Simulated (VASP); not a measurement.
# HgTe (zincblende type) (F-43m) in VASP: notebook, part 2 of 4

VASP 6.6.1. The steps go on from the part before.

## 3. Single point, LDA (volume scaled by 0.88)

The input, INCAR:

```
SYSTEM = HgTe
PREC     = Accurate       ! precision mode
ENCUT    = 520            ! plane-wave cutoff, eV
EDIFF    = 1E-6           ! SCF threshold, eV
ISMEAR   = -1             ! smearing method
SIGMA    = 0.05           ! smearing width, eV
LREAL    = .FALSE.        ! projectors in reciprocal space
LASPH    = .TRUE.         ! aspherical terms in the spheres
NELM     = 80             ! most SCF steps
ALGO     = Normal         ! electronic algorithm
ISIF     = 2              ! what is computed and relaxed
LWAVE    = .FALSE.        ! write WAVECAR
LCHARG   = .FALSE.        ! write CHGCAR
GGA      = CA             ! functional
NBANDS   = 16             ! bands
```

The input, KPOINTS:

```
Automatic mesh
0
G
  11 11 11
  0 0 0
```

The input, POSCAR:

```
HgTe
1.0
    0.0000000000      3.0827444958      3.0827444958
    3.0827444958      0.0000000000      3.0827444958
    3.0827444958      3.0827444958      0.0000000000
Hg Te
1 1
Direct
    0.0000000000      0.0000000000      0.0000000000
    0.2500000000      0.2500000000      0.2500000000
```

Potentials or basis: VASP PAW LDA potentials, release 64 (Hg, Te).

Command:

```bash
> cat potpaw_LDA.64/Hg/POTCAR potpaw_LDA.64/Te/POTCAR > POTCAR
> mpirun -np 1 vasp_std > vasp.out
```

OUTCAR:

```text
SYSTEM = HgTe
   PREC = Accurate
   ENCUT = 520
   EDIFF = 1E-6
   ISMEAR = -1
   LREAL = .FALSE.
   LASPH = .TRUE.
   NELM = 80
   ISIF = 2
   GGA = CA

 ion  position               nearest neighbor table
   1  0.000  0.000  0.000-   2 2.67   2 2.67   2 2.67   2 2.67
   2  0.250  0.250  0.250-   1 2.67   1 2.67   1 2.67   1 2.67

  LATTYP: Found a face centered cubic cell.
 ALAT       =     6.1654889916

  Lattice vectors:

 A1 = (   0.0000000000,   3.0827444958,   3.0827444958)
 A2 = (   3.0827444958,   0.0000000000,   3.0827444958)
 A3 = (   3.0827444958,   3.0827444958,   0.0000000000)

Analysis of symmetry for initial positions (statically):
=====================================================================
 Subroutine PRICEL returns:
 Original cell was already a primitive cell.

 Routine SETGRP: Setting up the symmetry group for a
 face centered cubic supercell.

 Subroutine GETGRP returns: Found 24 space group operations
 (whereof 24 operations were pure point group operations)
 out of a pool of 48 trial point group operations.

The static configuration has the point symmetry T_d .

Analysis of symmetry for dynamics (positions and initial velocities):
=====================================================================
 Subroutine PRICEL returns:
 Original cell was already a primitive cell.

 Routine SETGRP: Setting up the symmetry group for a
 face centered cubic supercell.

 Subroutine GETGRP returns: Found 24 space group operations
 (whereof 24 operations were pure point group operations)
 out of a pool of 48 trial point group operations.

The dynamic configuration has the point symmetry T_d .

 Subroutine INISYM returns: Found 24 space group operations
 (whereof 24 operations are pure point group operations),
 and found     1 'primitive' translations

----------------------------------------------------------------------------------------

                                     Primitive cell

  volume of cell :      58.5926

  direct lattice vectors                    reciprocal lattice vectors
     0.000000000  3.082744496  3.082744496    -0.162193137  0.162193137  0.162193137
     3.082744496  0.000000000  3.082744496     0.162193137 -0.162193137  0.162193137
     3.082744496  3.082744496  0.000000000     0.162193137  0.162193137 -0.162193137

  length of vectors
     4.359659075  4.359659075  4.359659075     0.280926754  0.280926754  0.280926754

  position of ions in fractional coordinates (direct lattice)
     0.000000000  0.000000000  0.000000000
     0.250000000  0.250000000  0.250000000

  ion indices of the primitive-cell ions
   primitive index   ion index
                 1           1
                 2           2

----------------------------------------------------------------------------------------

 KPOINTS: Automatic mesh

Automatic generation of k-mesh.
 Grid dimensions read from file:
 generate k-points for:   11   11   11

 Generating k-lattice:

  Cartesian coordinates                     Fractional coordinates (reciprocal lattice)
    -0.014744831  0.014744831  0.014744831     0.090909091  0.000000000  0.000000000
     0.014744831 -0.014744831  0.014744831     0.000000000  0.090909091  0.000000000
     0.014744831  0.014744831 -0.014744831     0.000000000  0.000000000  0.090909091

  Length of vectors
     0.025538796  0.025538796  0.025538796

  Shift w.r.t. Gamma in fractional coordinates (k-lattice)
     0.000000000  0.000000000  0.000000000

 Subroutine IBZKPT returns following result:
 ===========================================

 Found     56 irreducible k-points:

 Following reciprocal coordinates:
            Coordinates               Weight
  0.000000  0.000000  0.000000      1.000000
  0.090909  0.000000  0.000000      8.000000
  0.181818  0.000000  0.000000      8.000000
  0.272727  0.000000  0.000000      8.000000
  0.363636  0.000000  0.000000      8.000000
  0.454545  0.000000  0.000000      8.000000
[... 16 lines left out ...]
 -0.272727  0.181818  0.000000     24.000000
 -0.181818  0.181818  0.000000     12.000000
 [... further k-points ...]
   k-points           NKPTS =     56   k-points in BZ     NKDIM =     56   number of bands    NBANDS=     16
   number of dos      NEDOS =    301   number of ions     NIONS =      2
   total plane-waves  NPLWV =  32768
   dimension x,y,z NGX =    32 NGY =   32 NGZ =   32
   dimension x,y,z NGXF=    64 NGYF=   64 NGZF=   64
   ions per type =               1   1
   NGX,Y,Z   is equivalent  to a cutoff of  12.20, 12.20, 12.20 a.u.
   NGXF,Y,Z  is equivalent  to a cutoff of  24.40, 24.40, 24.40 a.u.
 SYSTEM =  HgTe
   PREC   = accura    normal or accurate (medium, high low for compatibility)
   ISTART =      0    job   : 0-new  1-cont  2-samecut
   ICHARG =      2    charge: 1-file 2-atom 10-const
   ISPIN  =      1    spin polarized calculation?
   LNONCOLLINEAR =      F non collinear calculations
   LSORBIT =      F    spin-orbit coupling
   LASPH  =      T    aspherical Exc in radial PAW
   ENCUT  =  520.0 eV  38.22 Ry    6.18 a.u.   8.11  8.11  8.11*2*pi/ulx,y,z
   NELM   =     80;   NELMIN=  2; NELMDL= -5     # of ELM steps
   EDIFF  = 0.1E-05   stopping-criterion for ELM
   LREAL  =      F    real-space projection
   EDIFFG = 0.1E-04   stopping-criterion for IOM
   NSW    =      0    number of steps for IOM
   IBRION =     -1    ionic relax: 0-MD 1-quasi-New 2-CG
   NFREE  =      0    steps in history (QN), initial steepest desc. (CG)
   ISIF   =      2    stress and relaxation
   ISYM   =      2    0-nonsym 1-usesym 2-fastsym
   POTIM  = 0.5000    time-step for ionic-motion
   TEBEG  =    0.0;   TEEND  =   0.0 temperature during run
   PSTRESS=    0.0 pullay stress
   NELECT =      18.0000    total number of electrons
   NUPDOWN=      -1.0000    fix difference up-down
   EMIN   =  10.00;   EMAX   =-10.00  energy-range for DOS
   EFERMI =   0.00;   METHOD = LEGACY
   ISMEAR =    -1;   SIGMA  =   0.05  broadening in eV -4-tet -1-fermi 0-gaus
   EFERMI_NEDOS =   21; number of points for ismear=-14 and -15
   IALGO  =     38    algorithm
   IMIX   =      4    mixing-type and parameters
     AMIX     =   0.40;   BMIX     =  1.00
     AMIX_MAG =   1.60;   BMIX_MAG =  1.00
  volume/ion in A,a.u.               =      29.30       197.70
  Fermi-wavevector in a.u.,A,eV,Ry     =   1.104633  2.087454 16.602030  1.220215
  Thomas-Fermi vector in A             =   2.241109
   LORBIT       =      0    0 simple, 1 ext, 2 COOP (PROOUT), +10 PAW based schemes
   GGA     = CA    functional components
   LHFCALC =     F    Hartree Fock is set to
   AEXX    =    0.0000 exact exchange contribution
   IVDW    =     0    specifies the selected vdW correction
   LEPSILON=     F    determine dielectric tensor
   LRPA    =     F    only Hartree local field effects (RPA)
 non-spin polarized calculation
  energy-cutoff  :      520.00
  volume of cell :       58.59
 maximum number of plane-waves:      1596
   NGX = 17   NGY = 17   NGZ = 17

 number of electron      17.9999998 magnetization

 Free energy of the ion-electron system (eV)
  ---------------------------------------------------
  ext. energy  EPLUGINS =         0.00000000
  ---------------------------------------------------
  free energy    TOTEN  =        -4.83233344 eV

  energy without entropy =       -4.83206840  energy(sigma->0) =       -4.83220092

 E-fermi :   4.6413     XC(G=0):  -9.7346

 val. band max:        4.5746664995   @ k =   0.0000   0.0000   0.0000
 cond. band min:       5.1739376788   @ k =   0.0909   0.0000   0.0000
 fundamental gap:      0.5992711794
 Fermi energy:         4.6413123679

 k-point     1 :       0.0000    0.0000    0.0000
  band No.  band energies     occupation
      1      -8.6229      2.00000
      2      -3.7589      2.00000
      3      -3.7589      2.00000
      4      -3.7589      2.00000
      5      -3.0366      2.00000
      6      -3.0366      2.00000
[... 8 lines left out ...]
     15      14.1667      0.00000
     16      14.1667      0.00000

 k-point     2 :       0.0909    0.0000    0.0000
  band No.  band energies     occupation
      1      -8.5682      2.00000
      2      -3.7485      2.00000
      3      -3.7430      2.00000
      4      -3.7430      2.00000
      5      -3.0390      2.00000
      6      -3.0390      2.00000
[... 8 lines left out ...]
     15      13.3979      0.00000
     16      13.3979      0.00000
[... 387 lines left out ...]
      5      -3.0678      2.00000
      6      -2.9705      2.00000
[... 8 lines left out ...]
     15      13.7677      0.00000
     16      15.0751      0.00000

 k-point    24 :      -0.1818    0.1818    0.0000
  band No.  band energies     occupation
      1      -8.1355      2.00000
      2      -3.6341      2.00000
      3      -3.6223      2.00000
      4      -3.5430      2.00000
      5      -3.0733      2.00000
      6      -3.0012      2.00000
[... 8 lines left out ...]
     15      13.7911      0.00000
     16      13.9860      0.00000

 [... further k-points ...]
[... 5 lines left out ...]
  --------------------------------------------------------------------------------------
  -------------------------------------------------------------------------------------
  Total        3.2625844      3.2625844      3.2625844     -0.0000000      0.0000000     -0.0000000
  in kB       89.2133291     89.2133291     89.2133291     -0.0000000      0.0000000     -0.0000000
  external PRESSURE =      89.2133291 kB  Pullay stress =       0.0000000 kB

 VOLUME and BASIS-vectors are now :
 -----------------------------------------------------------------------------
  energy-cutoff  :      520.00
  volume of cell :       58.59
      direct lattice vectors                 reciprocal lattice vectors
     0.000000000  3.082744496  3.082744496    -0.162193137  0.162193137  0.162193137
     3.082744496  0.000000000  3.082744496     0.162193137 -0.162193137  0.162193137
     3.082744496  3.082744496  0.000000000     0.162193137  0.162193137 -0.162193137

 POSITION                                       TOTAL-FORCE (eV/Angst)
 -----------------------------------------------------------------------------------
      0.00000      0.00000      0.00000         0.000000      0.000000      0.000000
      1.54137      1.54137      1.54137        -0.000000     -0.000000     -0.000000
 -----------------------------------------------------------------------------------
    total drift:                               -0.000000     -0.000000     -0.000000

  FREE ENERGIE OF THE ION-ELECTRON SYSTEM (eV)
  ---------------------------------------------------
  free  energy   TOTEN  =        -4.8323334382 eV

  energy  without entropy=       -4.8320684029  energy(sigma->0) =       -4.83220092
```

It took 30 s on 1 thread of Intel Xeon Platinum 8259CL at 2.50GHz (Skylake/Cascade Lake), shared host; peak memory 0.19 GiB.

Results:

```
Free energy            : -4.8323 eV
Pressure               : 8.9 GPa
Band gap on the k mesh : zero (filled and empty bands touch)
```

Caveat: spin-orbit coupling is left out, which moves the levels of the heavy elements.

(Continued in part 3 of 4.)
